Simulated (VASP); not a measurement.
# CaO (Fm-3m) in VASP: single point with r2SCAN

Aim: the single point of CaO with r2SCAN.

Program: VASP 6.6.1. These are calculated values, not measurements. Logs are shortened: lines on timing, memory, paths and dates and some standing lists are left out, and cuts for length are marked.

**1. The cell of the first run**

The structure is cubic, space group Fm-3m (No. 225). The conventional cell has a = 5.004 Å, b = 5.004 Å, c = 5.004 Å, α = 90.00°, β = 90.00°, γ = 90.00°. Ca (site symmetry m-3m) has 6 O at 2.50 Å within 3.3 Å. Within 3.3 Å of O (site symmetry m-3m) lie 6 Ca at 2.50 Å.

**2. Single point, r2SCAN**

File POSCAR:

```
CaO
1.0
    0.0000000000      2.5017878200      2.5017878200
    2.5017878200      0.0000000000      2.5017878200
    2.5017878200      2.5017878200      0.0000000000
Ca O
1 1
Direct
    0.0000000000      0.0000000000      0.0000000000
    0.5000000000      0.5000000000      0.5000000000
```

File INCAR.step1:

```
SYSTEM = CaO
PREC = Accurate ; ENCUT = 660
ISMEAR = -1 ; SIGMA = 0.054
LREAL = .False. ; LASPH = .True.
NELM = 120 ; NBANDS = 15
GGA = PE ; ALGO = Normal
EDIFF = 1E-5 ; LWAVE = .True.
LCHARG = .False. ; GGA_COMPAT = .False.
```

File INCAR.step2:

```
SYSTEM = CaO
PREC = Accurate ; ENCUT = 660
EDIFF = 1E-6 ; ISMEAR = -1
SIGMA = 0.054 ; LREAL = .False.
LASPH = .True. ; NELM = 120
ALGO = Normal ; ISIF = 2
LWAVE = .False. ; LCHARG = .False.
METAGGA = R2SCAN ; LMIXTAU = .True.
NBANDS = 15 ; ISTART = 1
GGA_COMPAT = .False.
```

File KPOINTS:

```
regular mesh
0
Gamma
  9 9 9
  0 0 0
```

Potentials or basis: VASP PAW PBE potentials, release 64 (Ca_sv, O).

Run with:

```sh
$ cat potpaw_PBE.64/Ca_sv/POTCAR potpaw_PBE.64/O/POTCAR > POTCAR
$ cp INCAR.step1 INCAR
$ mpirun -np 1 vasp_std > vasp.out
$ cp INCAR.step2 INCAR
$ mpirun -np 1 vasp_std > vasp.out
```

OUTCAR:

```text
SYSTEM = CaO
   PREC = Accurate
   ENCUT = 660
   EDIFF = 1E-6
   ISMEAR = -1
   LREAL = .False.
   LASPH = .True.
   NELM = 120
   ISIF = 2
   METAGGA = R2SCAN
   ISTART = 1

 ion  position               nearest neighbor table
   1  0.000  0.000  0.000-   2 2.50   2 2.50   2 2.50   2 2.50   2 2.50   2 2.50
   2  0.500  0.500  0.500-   1 2.50   1 2.50   1 2.50   1 2.50   1 2.50   1 2.50

  LATTYP: Found a face centered cubic cell.
 ALAT       =     5.0035756400

  Lattice vectors:

 A1 = (   0.0000000000,   2.5017878200,   2.5017878200)
 A2 = (   2.5017878200,   0.0000000000,   2.5017878200)
 A3 = (   2.5017878200,   2.5017878200,   0.0000000000)

Analysis of symmetry for initial positions (statically):
=====================================================================
 Subroutine PRICEL returns:
 Original cell was already a primitive cell.

 Routine SETGRP: Setting up the symmetry group for a
 face centered cubic supercell.

 Subroutine GETGRP returns: Found 48 space group operations
 (whereof 48 operations were pure point group operations)
 out of a pool of 48 trial point group operations.

The static configuration has the point symmetry O_h .

Analysis of symmetry for dynamics (positions and initial velocities):
=====================================================================
 Subroutine PRICEL returns:
 Original cell was already a primitive cell.

 Routine SETGRP: Setting up the symmetry group for a
 face centered cubic supercell.

 Subroutine GETGRP returns: Found 48 space group operations
 (whereof 48 operations were pure point group operations)
 out of a pool of 48 trial point group operations.

The dynamic configuration has the point symmetry O_h .

 Subroutine INISYM returns: Found 48 space group operations
 (whereof 48 operations are pure point group operations),
 and found     1 'primitive' translations

----------------------------------------------------------------------------------------

                                     Primitive cell

  volume of cell :      31.3171

  direct lattice vectors                    reciprocal lattice vectors
     0.000000000  2.501787820  2.501787820    -0.199857077  0.199857077  0.199857077
     2.501787820  0.000000000  2.501787820     0.199857077 -0.199857077  0.199857077
     2.501787820  2.501787820  0.000000000     0.199857077  0.199857077 -0.199857077

  length of vectors
     3.538062265  3.538062265  3.538062265     0.346162611  0.346162611  0.346162611

  position of ions in fractional coordinates (direct lattice)
     0.000000000  0.000000000  0.000000000
     0.500000000  0.500000000  0.500000000

  ion indices of the primitive-cell ions
   primitive index   ion index
                 1           1
                 2           2

----------------------------------------------------------------------------------------

 KPOINTS: regular mesh

Automatic generation of k-mesh.
 Grid dimensions read from file:
 generate k-points for:    9    9    9

 Generating k-lattice:

  Cartesian coordinates                     Fractional coordinates (reciprocal lattice)
    -0.022206342  0.022206342  0.022206342     0.111111111  0.000000000  0.000000000
     0.022206342 -0.022206342  0.022206342     0.000000000  0.111111111  0.000000000
     0.022206342  0.022206342 -0.022206342     0.000000000  0.000000000  0.111111111

  Length of vectors
     0.038462512  0.038462512  0.038462512

  Shift w.r.t. Gamma in fractional coordinates (k-lattice)
     0.000000000  0.000000000  0.000000000

 Subroutine IBZKPT returns following result:
 ===========================================

 Found     35 irreducible k-points:

 Following reciprocal coordinates:
            Coordinates               Weight
  0.000000  0.000000  0.000000      1.000000
  0.111111  0.000000  0.000000      8.000000
  0.222222  0.000000  0.000000      8.000000
  0.333333  0.000000  0.000000      8.000000
  0.444444  0.000000  0.000000      8.000000
  0.111111  0.111111  0.000000      6.000000
[... 16 lines left out ...]
 -0.333333  0.333333  0.000000     12.000000
  0.444444  0.444444  0.000000      6.000000
 [... further k-points ...]
   k-points           NKPTS =     35   k-points in BZ     NKDIM =     35   number of bands    NBANDS=     15
   number of dos      NEDOS =    301   number of ions     NIONS =      2
   total plane-waves  NPLWV =  27000
   dimension x,y,z NGX =    30 NGY =   30 NGZ =   30
   dimension x,y,z NGXF=    60 NGYF=   60 NGZF=   60
   ions per type =               1   1
   NGX,Y,Z   is equivalent  to a cutoff of  14.10, 14.10, 14.10 a.u.
   NGXF,Y,Z  is equivalent  to a cutoff of  28.19, 28.19, 28.19 a.u.
 SYSTEM =  CaO
   PREC   = accura    normal or accurate (medium, high low for compatibility)
   ISTART =      1    job   : 0-new  1-cont  2-samecut
   ICHARG =      0    charge: 1-file 2-atom 10-const
   ISPIN  =      1    spin polarized calculation?
   LNONCOLLINEAR =      F non collinear calculations
   LSORBIT =      F    spin-orbit coupling
   LASPH  =      T    aspherical Exc in radial PAW
   ENCUT  =  660.0 eV  48.51 Ry    6.96 a.u.   7.41  7.41  7.41*2*pi/ulx,y,z
   NELM   =    120;   NELMIN=  2; NELMDL=  0     # of ELM steps
   EDIFF  = 0.1E-05   stopping-criterion for ELM
   LREAL  =      F    real-space projection
[... 7 lines left out ...]
   TEBEG  =    0.0;   TEEND  =   0.0 temperature during run
   PSTRESS=    0.0 pullay stress
   NELECT =      16.0000    total number of electrons
   NUPDOWN=      -1.0000    fix difference up-down
   EMIN   =  10.00;   EMAX   =-10.00  energy-range for DOS
   EFERMI =   0.00;   METHOD = LEGACY
   ISMEAR =    -1;   SIGMA  =   0.05  broadening in eV -4-tet -1-fermi 0-gaus
   EFERMI_NEDOS =   21; number of points for ismear=-14 and -15
   IALGO  =     38    algorithm
   IMIX   =      4    mixing-type and parameters
     AMIX     =   0.40;   BMIX     =  1.00
     AMIX_MAG =   1.60;   BMIX_MAG =  1.00
  volume/ion in A,a.u.               =      15.66       105.67
  Fermi-wavevector in a.u.,A,eV,Ry     =   1.308743  2.473166 23.304169  1.712808
  Thomas-Fermi vector in A             =   2.439389
   LORBIT       =      0    0 simple, 1 ext, 2 COOP (PROOUT), +10 PAW based schemes
   METAGGA = R2SCAN    functional components
   LHFCALC =     F    Hartree Fock is set to
   AEXX    =    0.0000 exact exchange contribution
   IVDW    =     0    specifies the selected vdW correction
   LEPSILON=     F    determine dielectric tensor
   LRPA    =     F    only Hartree local field effects (RPA)
 non-spin polarized calculation
  energy-cutoff  :      660.00
  volume of cell :       31.32
 maximum number of plane-waves:      1243
 NGX is ok and might be reduce to    30
   NGX = 15   NGY = 15   NGZ = 15

 number of electron      16.0000001 magnetization

 Free energy of the ion-electron system (eV)
  ---------------------------------------------------
  ext. energy  EPLUGINS =         0.00000000
  ---------------------------------------------------
  free energy    TOTEN  =       -19.33196932 eV

  energy without entropy =      -19.33196932  energy(sigma->0) =      -19.33196932

 E-fermi :   2.4699     XC(G=0): -10.4524

 val. band max:        1.3845972828   @ k =   0.0000   0.0000   0.0000
 cond. band min:       5.6227093167   @ k =   0.4444   0.4444   0.0000
 fundamental gap:      4.2381120339
 Fermi energy:         2.4699079112

 k-point     1 :       0.0000    0.0000    0.0000
  band No.  band energies     occupation
      1     -38.2102      2.00000
      2     -18.1674      2.00000
      3     -18.1674      2.00000
      4     -18.1674      2.00000
      5     -14.8653      2.00000
      6       1.3846      2.00000
      7       1.3846      2.00000
      8       1.3846      2.00000
      9       5.8639      0.00000
     10       7.9136      0.00000
     11       7.9136      0.00000
     12       7.9136      0.00000
     13       9.3099      0.00000
     14       9.3099      0.00000
     15      16.3668      0.00000

 k-point     2 :       0.1111    0.0000    0.0000
  band No.  band energies     occupation
      1     -38.2034      2.00000
      2     -18.2688      2.00000
      3     -18.1718      2.00000
      4     -18.1718      2.00000
      5     -14.7536      2.00000
      6       0.9967      2.00000
      7       1.2512      2.00000
      8       1.2512      2.00000
      9       6.3926      0.00000
     10       7.8681      0.00000
     11       8.0983      0.00000
     12       8.0983      0.00000
     13       9.5521      0.00000
     14       9.5521      0.00000
     15      16.7534      0.00000

 k-point     3 :       0.2222    0.0000    0.0000
  band No.  band energies     occupation
      1     -38.1863      2.00000
      2     -18.5013      2.00000
      3     -18.1828      2.00000
      4     -18.1828      2.00000
      5     -14.4943      2.00000
      6       0.2168      2.00000
      7       0.9400      2.00000
      8       0.9400      2.00000
      9       7.5461      0.00000
     10       7.9041      0.00000
     11       8.5968      0.00000
     12       8.5968      0.00000
     13      10.1687      0.00000
     14      10.1687      0.00000
     15      17.0142      0.00000
[... 343 lines left out ...]
 k-point    23 :      -0.3333    0.3333    0.0000
  band No.  band energies     occupation
      1     -38.1388      2.00000
      2     -18.6151      2.00000
      3     -18.4423      2.00000
      4     -18.2518      2.00000
      5     -14.3196      2.00000
      6      -0.1543      2.00000
      7       0.2996      2.00000
      8       0.5643      2.00000
      9       7.6091      0.00000
     10       8.8820      0.00000
     11       9.8952      0.00000
     12      10.0869      0.00000
     13      11.3212      0.00000
     14      14.3050      0.00000
     15      14.7208      0.00000

 k-point    24 :       0.4444    0.4444    0.0000
  band No.  band energies     occupation
      1     -38.1370      2.00000
      2     -18.5581      2.00000
      3     -18.3119      2.00000
      4     -18.3119      2.00000
      5     -14.6293      2.00000
      6       0.0204      2.00000
      7       0.9982      2.00000
      8       0.9982      2.00000
      9       5.6227      0.00000
     10       9.2037      0.00000
     11      10.2847      0.00000
     12      10.7365      0.00000
     13      10.7365      0.00000
     14      12.1954      0.00000
     15      14.7460      0.00000

 [... further k-points ...]

------------------------ aborting loop because EDIFF is reached ----------------------------------------

  FORCE on cell =-STRESS in cart. coord.  units (eV):
  Direction    XX          YY          ZZ          XY          YZ          ZX
  --------------------------------------------------------------------------------------
  -------------------------------------------------------------------------------------
  Total       -2.1225112     -2.1225112     -2.1225112      0.0000000     -0.0000000      0.0000000
  in kB     -108.5873312   -108.5873312   -108.5873312      0.0000000     -0.0000000      0.0000000
  external PRESSURE =    -108.5873312 kB  Pullay stress =       0.0000000 kB

 VOLUME and BASIS-vectors are now :
 -----------------------------------------------------------------------------
  energy-cutoff  :      660.00
  volume of cell :       31.32
      direct lattice vectors                 reciprocal lattice vectors
     0.000000000  2.501787820  2.501787820    -0.199857077  0.199857077  0.199857077
     2.501787820  0.000000000  2.501787820     0.199857077 -0.199857077  0.199857077
     2.501787820  2.501787820  0.000000000     0.199857077  0.199857077 -0.199857077

 POSITION                                       TOTAL-FORCE (eV/Angst)
 -----------------------------------------------------------------------------------
      0.00000      0.00000      0.00000        -0.000000     -0.000000     -0.000000
      2.50179      2.50179      2.50179         0.000000      0.000000      0.000000
 -----------------------------------------------------------------------------------
    total drift:                                0.000000      0.000000      0.000000

  FREE ENERGIE OF THE ION-ELECTRON SYSTEM (eV)
  ---------------------------------------------------
  free  energy   TOTEN  =       -19.3319693165 eV

  energy  without entropy=      -19.3319693165  energy(sigma->0) =      -19.33196932
```

Wall time 2.3 min (1 thread of Intel Xeon 8259CL, shared host); peak memory 0.19 GiB.

What came out:

* Free energy: -19.3320 eV
* Pressure: -10.9 GPa
* Band gap on the k mesh: 4.24 eV (least direct gap 4.48 eV)

Caveat: the cell stands under tension; the PAW data sets were made with another functional, which shifts forces and pressure a little; an odd mesh through Γ misses points on the zone boundary, where band edges can lie. r2SCAN opens gaps a little over a GGA but as a rule still falls short of measured ones.
